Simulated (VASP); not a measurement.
Here is a VASP 6.6.1 calculation.

POSCAR

```
LiH
1.0
    0.0000000000      2.1451220117      2.1451220117
    2.0406545697      0.0000000000      2.1451220117
    2.0406545697      2.1451220117      0.0000000000
Li H
1 1
Direct
    0.0000000000      0.0000000000      0.0000000000
    0.2500000000      0.2500000000      0.2500000000
```

Contents of INCAR.step1:

```
SYSTEM = LiH
PREC = Accurate
ENCUT = 520
EDIFF = 1E-5
ISMEAR = 0
SIGMA = 0.01
LREAL = .FALSE.
LASPH = .TRUE.
NELM = 80
ALGO = Normal
ISIF = 2
LWAVE = .TRUE.
LCHARG = .FALSE.
GGA = PE
NBANDS = 9
```

The input INCAR.step2:

```
SYSTEM = LiH
PREC = Accurate
ENCUT = 520
EDIFF = 1E-7
ISMEAR = 0
SIGMA = 0.01
LREAL = .FALSE.
LASPH = .TRUE.
NELM = 80
ALGO = Normal
ISIF = 2
LWAVE = .FALSE.
LCHARG = .FALSE.
GGA = PE
LHFCALC = .TRUE.
HFSCREEN = 0.2079
PRECFOCK = Normal
ISTART = 1
NBANDS = 9
```

The input KPOINTS:

```
regular mesh
0
G
  8 8 8
  0 0 0
```

Potentials or basis: VASP PAW PBE potentials, release 64 (Li_sv, H).

Run with:

```console
$ cat potpaw_PBE.64/Li_sv/POTCAR potpaw_PBE.64/H/POTCAR > POTCAR
$ cp INCAR.step1 INCAR
$ mpirun -np 1 vasp_std > vasp.out
$ cp INCAR.step2 INCAR
$ mpirun -np 1 vasp_std > vasp.out
```

What does it give for the band gap on the k mesh?

5.27 eV (least direct gap 6.55 eV).

Caveat: the cell differs from its parent crystal (uniaxial x strain -4.9%). A k mesh can miss the band edges.
